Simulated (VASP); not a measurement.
# HfC (F-43m) in VASP: further runs

Runs on HfC. Level: r2SCAN. Tasks: single point.

Program: VASP 6.6.1. These are calculated values, not measurements. Logs are shortened: lines on timing, memory, paths and dates and some standing lists are left out, and cuts for length are marked.

### 1 The cell of the first run

Symmetry: F-43m, No. 216, cubic system. The conventional cell has a = 5.059 Å, b = 5.059 Å, c = 5.059 Å, α = 90.00°, β = 90.00°, γ = 90.00°. Hf (site symmetry -43m) has 4 C at 2.19 Å within 2.9 Å. Within 2.9 Å of C (site symmetry -43m) lie 4 Hf at 2.19 Å.

### 2 Single point, r2SCAN (volume scaled by 1.020)

Input file POSCAR:

```
HfC
1.0
    0.0000000000      2.5292942988      2.5292942988
    2.5292942988      0.0000000000      2.5292942988
    2.5292942988      2.5292942988      0.0000000000
Hf C
1 1
Direct
    0.0000000000      0.0000000000      0.0000000000
    0.2500000000      0.2500000000      0.2500000000
```

Input file INCAR.step1:

```
PREC     = Accurate       # precision mode
ENCUT    = 520            # plane-wave cutoff, eV
ISMEAR   = 0              # smearing method
SIGMA    = 0.05           # smearing width, eV
LREAL    = F              # projectors in reciprocal space
LASPH    = T              # aspherical terms in the spheres
NELM     = 100            # most SCF steps
NBANDS   = 14             # bands
GGA      = PE             # functional
ALGO     = Normal         # electronic algorithm
EDIFF    = 1E-4           # SCF threshold, eV
LWAVE    = T              # write WAVECAR
LCHARG   = F              # write CHGCAR
```

Input file INCAR.step2:

```
PREC     = Accurate       # precision mode
ENCUT    = 520            # plane-wave cutoff, eV
EDIFF    = 1E-6           # SCF threshold, eV
ISMEAR   = 0              # smearing method
SIGMA    = 0.05           # smearing width, eV
LREAL    = F              # projectors in reciprocal space
LASPH    = T              # aspherical terms in the spheres
NELM     = 100            # most SCF steps
ALGO     = Normal         # electronic algorithm
ISIF     = 2              # what is computed and relaxed
LWAVE    = F              # write WAVECAR
LCHARG   = F              # write CHGCAR
METAGGA  = R2SCAN         # meta-GGA
LMIXTAU  = T            
NBANDS   = 14             # bands
ISTART   = 1
```

Input file KPOINTS:

```
regular mesh
0
Gamma
  12 12 12
```

Potentials or basis: VASP PAW PBE potentials, release 64 (Hf_pv, C).

Launch:

```bash
cat potpaw_PBE.64/Hf_pv/POTCAR potpaw_PBE.64/C/POTCAR > POTCAR
cp INCAR.step1 INCAR
mpirun -np 1 vasp_std > vasp.out
cp INCAR.step2 INCAR
mpirun -np 1 vasp_std > vasp.out
```

OUTCAR:

```text
PREC = Accurate
   ENCUT = 520
   EDIFF = 1E-6
   ISMEAR = 0
   LREAL = F
   LASPH = T
   NELM = 100
   ISIF = 2
   METAGGA = R2SCAN
   ISTART = 1

 ion  position               nearest neighbor table
   1  0.000  0.000  0.000-   2 2.19   2 2.19   2 2.19   2 2.19
   2  0.250  0.250  0.250-   1 2.19   1 2.19   1 2.19   1 2.19

  LATTYP: Found a face centered cubic cell.
 ALAT       =     5.0585885976

  Lattice vectors:

 A1 = (   0.0000000000,   2.5292942988,   2.5292942988)
 A2 = (   2.5292942988,   0.0000000000,   2.5292942988)
 A3 = (   2.5292942988,   2.5292942988,   0.0000000000)

Analysis of symmetry for initial positions (statically):
=====================================================================
 Subroutine PRICEL returns:
 Original cell was already a primitive cell.

 Routine SETGRP: Setting up the symmetry group for a
 face centered cubic supercell.

 Subroutine GETGRP returns: Found 24 space group operations
 (whereof 24 operations were pure point group operations)
 out of a pool of 48 trial point group operations.

The static configuration has the point symmetry T_d .

Analysis of symmetry for dynamics (positions and initial velocities):
=====================================================================
 Subroutine PRICEL returns:
 Original cell was already a primitive cell.

 Routine SETGRP: Setting up the symmetry group for a
 face centered cubic supercell.

 Subroutine GETGRP returns: Found 24 space group operations
 (whereof 24 operations were pure point group operations)
 out of a pool of 48 trial point group operations.

The dynamic configuration has the point symmetry T_d .

 Subroutine INISYM returns: Found 24 space group operations
 (whereof 24 operations are pure point group operations),
 and found     1 'primitive' translations

----------------------------------------------------------------------------------------

                                     Primitive cell

  volume of cell :      32.3615

  direct lattice vectors                    reciprocal lattice vectors
     0.000000000  2.529294299  2.529294299    -0.197683599  0.197683599  0.197683599
     2.529294299  0.000000000  2.529294299     0.197683599 -0.197683599  0.197683599
     2.529294299  2.529294299  0.000000000     0.197683599  0.197683599 -0.197683599

  length of vectors
     3.576962301  3.576962301  3.576962301     0.342398037  0.342398037  0.342398037

  position of ions in fractional coordinates (direct lattice)
     0.000000000  0.000000000  0.000000000
     0.250000000  0.250000000  0.250000000

  ion indices of the primitive-cell ions
   primitive index   ion index
                 1           1
                 2           2

----------------------------------------------------------------------------------------

 KPOINTS: regular mesh

Automatic generation of k-mesh.
 Grid dimensions read from file:
 generate k-points for:   12   12   12

 Generating k-lattice:

  Cartesian coordinates                     Fractional coordinates (reciprocal lattice)
    -0.016473633  0.016473633  0.016473633     0.083333333  0.000000000  0.000000000
     0.016473633 -0.016473633  0.016473633     0.000000000  0.083333333  0.000000000
     0.016473633  0.016473633 -0.016473633     0.000000000  0.000000000  0.083333333

  Length of vectors
     0.028533170  0.028533170  0.028533170

  Shift w.r.t. Gamma in fractional coordinates (k-lattice)
     0.000000000  0.000000000  0.000000000

 Subroutine IBZKPT returns following result:
 ===========================================

 Found     72 irreducible k-points:

 Following reciprocal coordinates:
            Coordinates               Weight
  0.000000  0.000000  0.000000      1.000000
  0.083333  0.000000  0.000000      8.000000
  0.166667  0.000000  0.000000      8.000000
  0.250000  0.000000  0.000000      8.000000
  0.333333  0.000000  0.000000      8.000000
  0.416667  0.000000  0.000000      8.000000
[... 16 lines left out ...]
  0.500000  0.166667  0.000000     24.000000
 -0.416667  0.166667  0.000000     24.000000
 [... further k-points ...]
   k-points           NKPTS =     72   k-points in BZ     NKDIM =     72   number of bands    NBANDS=     14
   number of dos      NEDOS =    301   number of ions     NIONS =      2
   total plane-waves  NPLWV =  21952
   dimension x,y,z NGX =    28 NGY =   28 NGZ =   28
   dimension x,y,z NGXF=    56 NGYF=   56 NGZF=   56
   ions per type =               1   1
   NGX,Y,Z   is equivalent  to a cutoff of  13.01, 13.01, 13.01 a.u.
   NGXF,Y,Z  is equivalent  to a cutoff of  26.03, 26.03, 26.03 a.u.
 SYSTEM =  unknown system
   PREC   = accura    normal or accurate (medium, high low for compatibility)
   ISTART =      1    job   : 0-new  1-cont  2-samecut
   ICHARG =      0    charge: 1-file 2-atom 10-const
   ISPIN  =      1    spin polarized calculation?
   LNONCOLLINEAR =      F non collinear calculations
   LSORBIT =      F    spin-orbit coupling
   LASPH  =      T    aspherical Exc in radial PAW
   ENCUT  =  520.0 eV  38.22 Ry    6.18 a.u.   6.65  6.65  6.65*2*pi/ulx,y,z
   NELM   =    100;   NELMIN=  2; NELMDL=  0     # of ELM steps
   EDIFF  = 0.1E-05   stopping-criterion for ELM
   LREAL  =      F    real-space projection
   EDIFFG = 0.1E-04   stopping-criterion for IOM
   NSW    =      0    number of steps for IOM
   IBRION =     -1    ionic relax: 0-MD 1-quasi-New 2-CG
   NFREE  =      0    steps in history (QN), initial steepest desc. (CG)
   ISIF   =      2    stress and relaxation
   ISYM   =      2    0-nonsym 1-usesym 2-fastsym
   POTIM  = 0.5000    time-step for ionic-motion
   TEBEG  =    0.0;   TEEND  =   0.0 temperature during run
   PSTRESS=    0.0 pullay stress
   NELECT =      14.0000    total number of electrons
   NUPDOWN=      -1.0000    fix difference up-down
   EMIN   =  10.00;   EMAX   =-10.00  energy-range for DOS
   EFERMI =   0.00;   METHOD = LEGACY
   ISMEAR =     0;   SIGMA  =   0.05  broadening in eV -4-tet -1-fermi 0-gaus
   EFERMI_NEDOS =   21; number of points for ismear=-14 and -15
   IALGO  =     38    algorithm
   IMIX   =      4    mixing-type and parameters
     AMIX     =   0.40;   BMIX     =  1.00
     AMIX_MAG =   1.60;   BMIX_MAG =  1.00
  volume/ion in A,a.u.               =      16.18       109.19
  Fermi-wavevector in a.u.,A,eV,Ry     =   1.238154  2.339773 20.858090  1.533026
  Thomas-Fermi vector in A             =   2.372692
   LORBIT       =      0    0 simple, 1 ext, 2 COOP (PROOUT), +10 PAW based schemes
   METAGGA = R2SCAN    functional components
   LHFCALC =     F    Hartree Fock is set to
   AEXX    =    0.0000 exact exchange contribution
   IVDW    =     0    specifies the selected vdW correction
   LEPSILON=     F    determine dielectric tensor
   LRPA    =     F    only Hartree local field effects (RPA)
 non-spin polarized calculation
 Gauss-broadening in eV      SIGMA  =   0.05
  energy-cutoff  :      520.00
  volume of cell :       32.36
 maximum number of plane-waves:       895
   NGX = 13   NGY = 13   NGZ = 13

 number of electron      14.0000000 magnetization

 Free energy of the ion-electron system (eV)
  ---------------------------------------------------
  ext. energy  EPLUGINS =         0.00000000
  ---------------------------------------------------
  free energy    TOTEN  =       -56.05073962 eV

  energy without entropy =      -56.05073962  energy(sigma->0) =      -56.05073962

 E-fermi :   3.7272     XC(G=0): -11.3902

 val. band max:        3.4121085636   @ k =  -0.2500   0.5000   0.2500
 cond. band min:       4.0217933396   @ k =  -0.2500   0.5000   0.2500
 fundamental gap:      0.6096847760
 Fermi energy:         3.7271830155

 k-point     1 :       0.0000    0.0000    0.0000
  band No.  band energies     occupation
      1     -27.2875      2.00000
      2     -27.2875      2.00000
      3     -27.2875      2.00000
      4      -7.7271      2.00000
      5       1.1417      2.00000
      6       1.1417      2.00000
      7       1.1417      2.00000
      8       7.1569      0.00000
      9       7.3799      0.00000
     10       7.3799      0.00000
     11      13.0849      0.00000
     12      13.0849      0.00000
     13      13.0849      0.00000
     14      16.1825      0.00000

 k-point     2 :       0.0833    0.0000    0.0000
  band No.  band energies     occupation
      1     -27.3095      2.00000
      2     -27.2906      2.00000
      3     -27.2906      2.00000
      4      -7.6186      2.00000
      5       0.9809      2.00000
      6       1.2004      2.00000
      7       1.2004      2.00000
      8       7.2819      0.00000
      9       7.2819      0.00000
     10       7.5077      0.00000
     11      12.8685      0.00000
     12      13.2453      0.00000
     13      13.2453      0.00000
     14      16.1824      0.00000

 k-point     3 :       0.1667    0.0000    0.0000
  band No.  band energies     occupation
      1     -27.3690      2.00000
      2     -27.2992      2.00000
      3     -27.2992      2.00000
      4      -7.3203      2.00000
      5       0.6424      2.00000
      6       1.3528      2.00000
      7       1.3528      2.00000
      8       7.1068      0.00000
      9       7.1068      0.00000
     10       8.3280      0.00000
     11      12.4266      0.00000
     12      13.4586      0.00000
     13      13.4586      0.00000
     14      15.4512      0.00000
[... 324 lines left out ...]
 k-point    23 :       0.5000    0.1667    0.0000
  band No.  band energies     occupation
      1     -27.5760      2.00000
      2     -27.3802      2.00000
      3     -27.3517      2.00000
      4      -5.9579      2.00000
      5       0.4337      2.00000
      6       1.6062      2.00000
      7       2.1179      2.00000
      8       6.2940      0.00000
      9       7.9660      0.00000
     10       8.2078      0.00000
     11      10.8924      0.00000
     12      11.9373      0.00000
     13      12.2016      0.00000
     14      16.1603      0.00000

 k-point    24 :      -0.4167    0.1667    0.0000
  band No.  band energies     occupation
      1     -27.5787      2.00000
      2     -27.3902      2.00000
      3     -27.3457      2.00000
      4      -5.9333      2.00000
      5       0.6344      2.00000
      6       1.4338      2.00000
      7       2.0901      2.00000
      8       6.4606      0.00000
      9       7.5565      0.00000
     10       8.3324      0.00000
     11      11.3210      0.00000
     12      11.5162      0.00000
     13      12.1753      0.00000
     14      16.2240      0.00000

 [... further k-points ...]

------------------------ aborting loop because EDIFF is reached ----------------------------------------

  FORCE on cell =-STRESS in cart. coord.  units (eV):
  Direction    XX          YY          ZZ          XY          YZ          ZX
  --------------------------------------------------------------------------------------
  -------------------------------------------------------------------------------------
  Total       -0.7298009     -0.7298009     -0.7298009     -0.0000000      0.0000000      0.0000000
  in kB      -36.1315741    -36.1315741    -36.1315741     -0.0000000      0.0000000      0.0000000
  external PRESSURE =     -36.1315741 kB  Pullay stress =       0.0000000 kB

 VOLUME and BASIS-vectors are now :
 -----------------------------------------------------------------------------
  energy-cutoff  :      520.00
  volume of cell :       32.36
      direct lattice vectors                 reciprocal lattice vectors
     0.000000000  2.529294299  2.529294299    -0.197683599  0.197683599  0.197683599
     2.529294299  0.000000000  2.529294299     0.197683599 -0.197683599  0.197683599
     2.529294299  2.529294299  0.000000000     0.197683599  0.197683599 -0.197683599

 POSITION                                       TOTAL-FORCE (eV/Angst)
 -----------------------------------------------------------------------------------
      0.00000      0.00000      0.00000         0.000000      0.000000      0.000000
      1.26465      1.26465      1.26465        -0.000000     -0.000000     -0.000000
 -----------------------------------------------------------------------------------
    total drift:                                0.000000      0.000000      0.000000

  FREE ENERGIE OF THE ION-ELECTRON SYSTEM (eV)
  ---------------------------------------------------
  free  energy   TOTEN  =       -56.0507396191 eV

  energy  without entropy=      -56.0507396191  energy(sigma->0) =      -56.05073962
```

Wall time 96 s (1 thread of Intel Xeon Platinum 8259CL at 2.50GHz (Skylake/Cascade Lake), shared host); peak memory 0.19 GiB.

What came out:

```
Free energy            : -56.0507 eV
Pressure               : -3.6 GPa
Band gap on the k mesh : 0.61 eV, direct
```

Levels at points of the mesh, in eV from the valence-band top:
```tsv
k point	band 4	band 5	band 6	band 7	band 8	band 9	band 10	band 11
(0.00, 0.00, 0.00)	-11.14	-2.27	-2.27	-2.27	3.74	3.97	3.97	9.67
(0.50, 0.00, 0.00)	-9.53	-2.97	-1.64	-1.64	4.31	4.74	4.74	7.26
(0.50, 0.50, 0.00)	-8.95	-4.08	-0.06	-0.06	0.79	4.88	5.69	6.15
```

Caveat: the PAW data sets were made with another functional, which shifts forces and pressure a little; spin-orbit coupling is left out, which moves the levels of the heavy elements. A k mesh can miss the band edges.

(Part 1 of 2 ends here.)
